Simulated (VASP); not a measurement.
# Sb (R-3m) in VASP: a series of runs

Runs on Sb. Level: PBEsol. Tasks: single point, relaxation of cell and atoms.

Program: VASP 6.6.1. These are calculated values, not measurements. Logs are shortened: lines on timing, memory, paths and dates and some standing lists are left out, and cuts for length are marked.

## (1) The cell of the first run

The structure is trigonal, space group R-3m (No. 166). The conventional cell has a = 4.208 Å, b = 4.208 Å, c = 10.379 Å, α = 90.00°, β = 90.00°, γ = 120.00°. Sb (site symmetry 3m) has 6 Sb at 2.92 to 3.05 Å within 3.8 Å.

## (2) Single point, PBEsol

INCAR

```
  ALGO = Normal
  EDIFF = 1E-6
  ENCUT = 520
  GGA = PS
  ISIF = 2
  ISMEAR = -1
  LASPH = True
  LCHARG = False
  LREAL = False
  LWAVE = False
  NBANDS = 12
  NELM = 100
  PREC = Accurate
  SIGMA = 0.1
```

KPOINTS

```
k-points
0
Gamma
  12 12 12
```

POSCAR

```
Sb
1.0
    2.1038769161      1.2146739038      3.4596071943
   -2.1038769161      1.2146739038      3.4596071943
    0.0000000000     -2.4293478077      3.4596071943
Sb
2
Direct
    0.2446863695      0.2446863695      0.2446863695
    0.7553136305      0.7553136305      0.7553136305
```

Potentials or basis: VASP PAW PBE potentials, release 64 (Sb).

Command:

```console
$ cat potpaw_PBE.64/Sb/POTCAR > POTCAR
$ mpirun -np 1 vasp_std > vasp.out
```

OUTCAR:

```text
EDIFF = 1E-6
   ENCUT = 520
   GGA = PS
   ISIF = 2
   ISMEAR = -1
   LASPH = True
   LREAL = False
   NELM = 100
   PREC = Accurate

 ion  position               nearest neighbor table
   1  0.245  0.245  0.245-   2 2.92   2 2.92   2 2.92   2 3.05   2 3.05   2 3.05
   2  0.755  0.755  0.755-   1 2.92   1 2.92   1 2.92   1 3.05   1 3.05   1 3.05

  LATTYP: Found a trigonal (rhomboedric) cell.
 ALAT       =     4.2273647476
 COS(alpha) =     0.5046282800

  Lattice vectors:

 A1 = (   2.1038769161,   1.2146739038,   3.4596071943)
 A2 = (  -2.1038769161,   1.2146739038,   3.4596071943)
 A3 = (   0.0000000000,  -2.4293478077,   3.4596071943)

Analysis of symmetry for initial positions (statically):
=====================================================================
 Subroutine PRICEL returns:
 Original cell was already a primitive cell.

 Routine SETGRP: Setting up the symmetry group for a
 trigonal (rhombohedral) supercell.

 Subroutine GETGRP returns: Found 12 space group operations
 (whereof 12 operations were pure point group operations)
 out of a pool of 12 trial point group operations.

The static configuration has the point symmetry D_3d.

Analysis of symmetry for dynamics (positions and initial velocities):
=====================================================================
 Subroutine PRICEL returns:
 Original cell was already a primitive cell.

 Routine SETGRP: Setting up the symmetry group for a
 trigonal (rhombohedral) supercell.

 Subroutine GETGRP returns: Found 12 space group operations
 (whereof 12 operations were pure point group operations)
 out of a pool of 12 trial point group operations.

The dynamic configuration has the point symmetry D_3d.

 Subroutine INISYM returns: Found 12 space group operations
 (whereof 12 operations are pure point group operations),
 and found     1 'primitive' translations

----------------------------------------------------------------------------------------

                                     Primitive cell

  volume of cell :      53.0467

  direct lattice vectors                    reciprocal lattice vectors
     2.103876916  1.214673904  3.459607194     0.237656488  0.137211038  0.096350052
[... 89 lines left out ...]
   NSW    =      0    number of steps for IOM
   IBRION =     -1    ionic relax: 0-MD 1-quasi-New 2-CG
   NFREE  =      0    steps in history (QN), initial steepest desc. (CG)
   ISIF   =      2    stress and relaxation
   ISYM   =      2    0-nonsym 1-usesym 2-fastsym
   POTIM  = 0.5000    time-step for ionic-motion
   TEBEG  =    0.0;   TEEND  =   0.0 temperature during run
   PSTRESS=    0.0 pullay stress
   NELECT =      10.0000    total number of electrons
   NUPDOWN=      -1.0000    fix difference up-down
   EMIN   =  10.00;   EMAX   =-10.00  energy-range for DOS
   EFERMI =   0.00;   METHOD = LEGACY
   ISMEAR =    -1;   SIGMA  =   0.10  broadening in eV -4-tet -1-fermi 0-gaus
   EFERMI_NEDOS =   21; number of points for ismear=-14 and -15
   IALGO  =     38    algorithm
   IMIX   =      4    mixing-type and parameters
     AMIX     =   0.40;   BMIX     =  1.00
     AMIX_MAG =   1.60;   BMIX_MAG =  1.00
  volume/ion in A,a.u.               =      26.52       178.99
  Fermi-wavevector in a.u.,A,eV,Ry     =   0.938690  1.773867 11.988620  0.881139
  Thomas-Fermi vector in A             =   2.065927
   LORBIT       =      0    0 simple, 1 ext, 2 COOP (PROOUT), +10 PAW based schemes
   GGA     = PS    functional components
   LHFCALC =     F    Hartree Fock is set to
   AEXX    =    0.0000 exact exchange contribution
   IVDW    =     0    specifies the selected vdW correction
   LEPSILON=     F    determine dielectric tensor
   LRPA    =     F    only Hartree local field effects (RPA)
 non-spin polarized calculation
  energy-cutoff  :      520.00
  volume of cell :       53.05
 maximum number of plane-waves:      1442
   NGX = 15   NGY = 15   NGZ = 15

 number of electron      10.0000000 magnetization

 Free energy of the ion-electron system (eV)
  ---------------------------------------------------
  ext. energy  EPLUGINS =         0.00000000
  ---------------------------------------------------
  free energy    TOTEN  =        -9.00242222 eV

  energy without entropy =       -8.97381499  energy(sigma->0) =       -8.98811861

 E-fermi :   8.5843     XC(G=0): -10.2519

 val. band max:        8.5768216957   @ k =   0.2500   0.1667   0.0833
 cond. band min:       8.5928305913   @ k =   0.4167   0.4167   0.4167
 fundamental gap:      0.0160088956
 Fermi energy:         8.5842652701

 k-point     1 :       0.0000    0.0000    0.0000
  band No.  band energies     occupation
      1      -4.8331      2.00000
      2       4.7681      2.00000
      3       6.6733      2.00000
      4       6.7147      2.00000
      5       6.7147      2.00000
      6      11.9351      0.00000
      7      12.0568      0.00000
      8      12.0568      0.00000
      9      13.2722      0.00000
     10      13.2722      0.00000
     11      13.3262      0.00000
     12      15.0444      0.00000
[... 331 lines left out ...]
 k-point    24 :      -0.4167    0.1667   -0.0000
  band No.  band energies     occupation
      1      -1.8845      2.00000
      2      -1.2773      2.00000
      3       4.7359      2.00000
      4       6.4094      2.00000
      5       7.0371      2.00000
      6       9.6162      0.00007
      7      10.4710      0.00000
      8      12.2490      0.00000
      9      15.5435      0.00000
     10      15.9387      0.00000
     11      16.5133      0.00000
     12      19.8557      0.00000

 [... further k-points ...]

------------------------ aborting loop because EDIFF is reached ----------------------------------------

  FORCE on cell =-STRESS in cart. coord.  units (eV):
  Direction    XX          YY          ZZ          XY          YZ          ZX
  --------------------------------------------------------------------------------------
  -------------------------------------------------------------------------------------
  Total        2.2114201      2.2114201      2.2048943      0.0000000     -0.0000000      0.0000000
  in kB       66.7918962     66.7918962     66.5947964      0.0000000     -0.0000000      0.0000000
  external PRESSURE =      66.7261962 kB  Pullay stress =       0.0000000 kB

 VOLUME and BASIS-vectors are now :
 -----------------------------------------------------------------------------
  energy-cutoff  :      520.00
  volume of cell :       53.05
      direct lattice vectors                 reciprocal lattice vectors
     2.103876916  1.214673904  3.459607194     0.237656488  0.137211038  0.096350052
    -2.103876916  1.214673904  3.459607194    -0.237656488  0.137211038  0.096350052
     0.000000000 -2.429347808  3.459607194     0.000000000 -0.274422075  0.096350052

 POSITION                                       TOTAL-FORCE (eV/Angst)
 -----------------------------------------------------------------------------------
      0.00000     -0.00000      2.53956         0.000000     -0.000000      0.030435
      0.00000     -0.00000      7.83927         0.000000      0.000000     -0.030435
 -----------------------------------------------------------------------------------
    total drift:                                0.000000      0.000000      0.000000

  FREE ENERGIE OF THE ION-ELECTRON SYSTEM (eV)
  ---------------------------------------------------
  free  energy   TOTEN  =        -9.0024222200 eV

  energy  without entropy=       -8.9738149929  energy(sigma->0) =       -8.98811861
```

OSZICAR:

```text
N       E                     dE             d eps       ncg     rms          rms(c)
DAV:   1     0.343650577118E+02    0.34365E+02   -0.36439E+03  4536   0.665E+02
DAV:   2    -0.718609942432E+01   -0.41551E+02   -0.40204E+02  6020   0.111E+02
DAV:   3    -0.899765650413E+01   -0.18116E+01   -0.17759E+01  5548   0.250E+01
DAV:   4    -0.901484139333E+01   -0.17185E-01   -0.17171E-01  5212   0.277E+00
DAV:   5    -0.901501127959E+01   -0.16989E-03   -0.16988E-03  5556   0.318E-01    0.331E+00
DAV:   6    -0.900714120439E+01    0.78701E-02   -0.97833E-04  5252   0.196E-01    0.200E+00
DAV:   7    -0.900239894429E+01    0.47423E-02   -0.23238E-03  5228   0.297E-01    0.543E-02
DAV:   8    -0.900242018527E+01   -0.21241E-04   -0.60586E-05  5412   0.490E-02    0.135E-02
DAV:   9    -0.900242243146E+01   -0.22462E-05   -0.52886E-06  5512   0.142E-02    0.319E-03
DAV:  10    -0.900242222005E+01    0.21142E-06   -0.52115E-07  3544   0.395E-03
   1 F= -.90024222E+01 E0= -.89881186E+01  d E =-.286072E-01
```

Wall time 90 s (1 thread of Intel Xeon 8259CL, shared host); peak memory 0.24 GiB.

Results:

```
Free energy            : -9.0024 eV
Pressure               : 6.7 GPa
Largest force          : 0.030 eV/Å
Band gap on the k mesh : zero (band 5 reaches 8.83 eV, above the bottom of band 6 at 8.09 eV)
```

Forces on the atoms (eV/Å):
```
Sb   0.000  0.000  0.030
Sb   0.000  0.000 -0.030
```

Caveat: the PAW data sets were made with another functional, which shifts forces and pressure a little; spin-orbit coupling is left out, which moves the levels of the heavy elements.

## (3) Single point, PBEsol

INCAR

```
SYSTEM = Sb
  PREC = Accurate
  ENCUT = 520
  EDIFF = 1E-6
  ISMEAR = -1
  SIGMA = 0.1
  LREAL = .FALSE.
  LASPH = .TRUE.
  NELM = 60
  ALGO = Normal
  ISIF = 2
  LWAVE = .FALSE.
  LCHARG = .FALSE.
  GGA = PS
  NBANDS = 12
```

KPOINTS

```
Automatic mesh
0
G
  12 12 12
  0 0 0
```

POSCAR is that of step 2.

Potentials or basis: VASP PAW PBE potentials, release 64 (Sb).

Command:

```console
$ cat potpaw_PBE.64/Sb/POTCAR > POTCAR
$ mpirun -np 1 vasp_std > vasp.out
```

Run time: 86 s. Hardware: 1 thread of Intel Xeon 8259CL, shared host; peak memory 0.24 GiB.

The run converged. Its results:

```
Free energy            : -9.0024 eV
Pressure               : 6.7 GPa
Largest force          : 0.030 eV/Å
Band gap on the k mesh : zero (band 5 reaches 8.83 eV, above the bottom of band 6 at 8.09 eV)
```

Forces in eV/Å, atoms in the order of the input:
```
Sb   0.000  0.000  0.030
Sb   0.000  0.000 -0.030
```

Levels at points of the mesh, in eV from the Fermi level:
| k point | band 1 | band 2 | band 3 | band 4 | band 5 | band 6 | band 7 | band 8 | band 9 | band 10 |
| --- | --- | --- | --- | --- | --- | --- | --- | --- | --- | --- |
| (0.00, 0.00, 0.00) | -13.42 | -3.82 | -1.91 | -1.87 | -1.87 | 3.35 | 3.47 | 3.47 | 4.69 | 4.69 |
| (0.50, 0.00, 0.00) | -10.52 | -10.27 | -1.16 | -1.04 | -0.53 | -0.35 | 0.25 | 0.43 | 8.89 | 9.21 |
| (0.50, 0.50, 0.00) | -10.54 | -7.49 | -6.40 | -4.13 | -4.11 | 1.59 | 5.96 | 6.02 | 8.52 | 9.39 |
| (0.50, 0.50, 0.50) | -10.78 | -10.05 | -0.96 | -0.96 | -0.50 | -0.50 | 0.12 | 0.68 | 8.63 | 9.44 |

Caveat: the PAW data sets were made with another functional, which shifts forces and pressure a little; spin-orbit coupling is left out, which moves the levels of the heavy elements.

## (4) Relaxation of cell and atoms, PBEsol, target pressure 6.4 GPa, at which the enthalpy is minimised

INCAR

```
ALGO = Normal ; EDIFF = 1E-7
EDIFFG = -0.002 ; ENCUT = 600
GGA = PS ; IBRION = 2
ISIF = 3 ; ISMEAR = -1
LASPH = True ; LCHARG = False
LREAL = False ; LWAVE = False
NELM = 60 ; NSW = 80
PREC = Accurate ; PSTRESS = 64.0
SIGMA = 0.1
```

KPOINTS

```
k-points
0
Gamma
  12 12 12
```

POSCAR is that of step 3.

Command:

```console
$ cat potpaw_PBE.64/Sb/POTCAR > POTCAR
$ mpirun -np 1 vasp_std > vasp.out
```

Run time: 18 min. Hardware: 1 thread of Intel Xeon 8259CL, shared host; peak memory 0.29 GiB.

Results (log left out):

```yaml
Free_energy: -8.9992 eV
Relaxed_volume: 26.47 Å³/atom
Relaxed_cell: a = 4.214 Å, b = 4.214 Å, c = 4.214 Å, α = 60.03°, β = 60.03°, γ = 60.03°
Space_group_after_relaxing_to_0.05_Å: Pm-3m (No. 221)
Energy_change_on_relaxing_the_enthalpy_is_what_falls: +1.7 meV/atom
Ionic_steps: 19
Pressure_after_relaxing: 6.4 GPa
Band_gap_on_the_k_mesh: zero (band 5 reaches 8.87 eV, above the bottom of band 6 at 7.85 eV)
```

The path:
```tsv
step	energy change (eV)	largest force (eV/Å)	pressure (GPa)	volume (Å³)
1	0.0000	0.0305	6.67	53.05
2	-0.0137	0.0113	6.06	53.39
3	-0.0067	0.0212	6.38	53.21
4	-0.0068	0.0210	6.37	53.21
5	-0.0064	0.0201	6.37	53.20
6	-0.0053	0.0177	6.38	53.17
7	-0.0030	0.0140	6.41	53.11
8	0.0018	0.0101	6.48	52.98
9	0.0118	0.0040	6.77	52.73
10	0.0067	0.0075	6.60	52.86
11	0.0060	0.0068	6.57	52.87
12	0.0037	0.0047	6.46	52.93
13	-0.0006	0.0019	6.25	53.04
14	0.0013	0.0030	6.34	52.99
15	0.0014	0.0029	6.34	52.99
16	0.0018	0.0025	6.35	52.98
17	0.0025	0.0015	6.37	52.96
18	0.0041	0.0008	6.43	52.92
19	0.0033	0.0005	6.40	52.94
```

Final structure:
```
Sb
1.0
     2.10776    1.21692    3.43972
    -2.10776    1.21692    3.43972
     0.00000   -2.43384    3.43972
Sb
2
Cartesian
  0.0000 0.0000 2.5781
  0.0000 0.0000 7.7411
```

Levels at points of the mesh, in eV from the Fermi level:
```
           k point  band 1  band 2  band 3  band 4  band 5  band 6  band 7  band 8  band 9
(0.00, 0.00, 0.00)  -13.40   -3.80   -1.87   -1.87   -1.86    3.55    3.55    3.55    4.62
(0.50, 0.00, 0.00)  -10.39  -10.38   -0.76   -0.75   -0.73   -0.73    0.37    0.37    9.09
(0.50, 0.50, 0.00)  -10.51   -7.39   -6.49   -4.12   -4.11    1.64    5.98    5.99    8.56
(0.50, 0.50, 0.50)  -10.40  -10.37   -0.76   -0.76   -0.74   -0.74    0.36    0.37    9.09
```

Caveat: the cell is relaxed towards a set pressure, so the enthalpy falls and the energy may rise; the PAW data sets were made with another functional, which shifts forces and pressure a little; spin-orbit coupling is left out, which moves the levels of the heavy elements.
